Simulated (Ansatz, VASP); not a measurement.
## MgS in VASP and in Ansatz

The input INCAR:

```
SYSTEM = MgS
  ALGO = Normal
  EDIFF = 1E-7
  ENCUT = 520
  GGA = PE
  ISIF = 2
  ISMEAR = -1
  LASPH = .True.
  LCHARG = .False.
  LREAL = .False.
  LWAVE = .False.
  NBANDS = 11
  NELM = 80
  PREC = Accurate
  SIGMA = 0.02
```

Contents of KPOINTS:

```
k-points
0
Gamma
  8 8 8
  0 0 0
```

The input POSCAR:

```
MgS
1.0
    0.0000000000      2.8308768389      2.7850166341
    2.8308768389      0.0000000000      2.7850166341
    2.8308768389      2.8308768389      0.0000000000
Mg S
1 1
Direct
    0.0000000000      0.0000000000      0.0000000000
    0.2500000000      0.2500000000      0.2500000000
```

Input for Ansatz:

```yaml
crystal:
  lattice:
    - [0.0, 2.8308768389, 2.7850166341]
    - [2.8308768389, 0.0, 2.7850166341]
    - [2.8308768389, 2.8308768389, 0.0]
  atoms:
    - { symbol: Mg, position: [0.0, 0.0, 0.0] }
    - { symbol: S, position: [0.25, 0.25, 0.25] }
kpoints:
  mp_grid: { grid: [8, 8, 8] }
  band_path:
    path:
      - [0.0, 0.0, 0.0]
      - [-0.5, -0.5, 0.0]
      - [-0.375, -0.375, 0.25]
      - [-0.375, 0.0, 0.375]
      - [0.0, 0.0, 0.5]
      - [-0.5, -0.25, 0.25]
    npoints: 1
hamiltonian:
  xc: pbe
scf:
  occupations: { method: fermi_dirac, width: 0.02 }
  n_extra_bands: 4
output:
  forces: true
  stress: true
  eigenvalues: true
```

Change from the starting cell: uniaxial_z strain -1.6%.

Alike in both runs: task single point; functional PBE; k mesh 8 × 8 × 8; occupations fermi-dirac, width 0.02 eV; no spin polarisation.

|  | VASP | Ansatz |
| --- | --- | --- |
| version | VASP 6.6.1 | Ansatz 0.2.0 |
| potentials or method | VASP PAW PBE potentials, release 64 (Mg, S) | plane waves, PAW |
| plane-wave cutoff (eV) | 520 | 420 |
| valence electrons in the cell | 8 | 16 |

Ansatz gave:

```
gap on the k mesh at the Fermi level (eV)                     : 3.52
pressure (GPa)                                                : 2.1
traceless stress, the component that is largest in VASP (GPa) : 0.20
```

Q: What did VASP give for the same quantities?

A: gap on the k mesh at the Fermi level (eV): 3.51; pressure (GPa): 1.9; traceless stress, the component that is largest in VASP (GPa): 0.20.

VASP's potentials hold 8 valence electrons a cell and Ansatz's 16, so a difference there can come from the potentials and not from the codes.
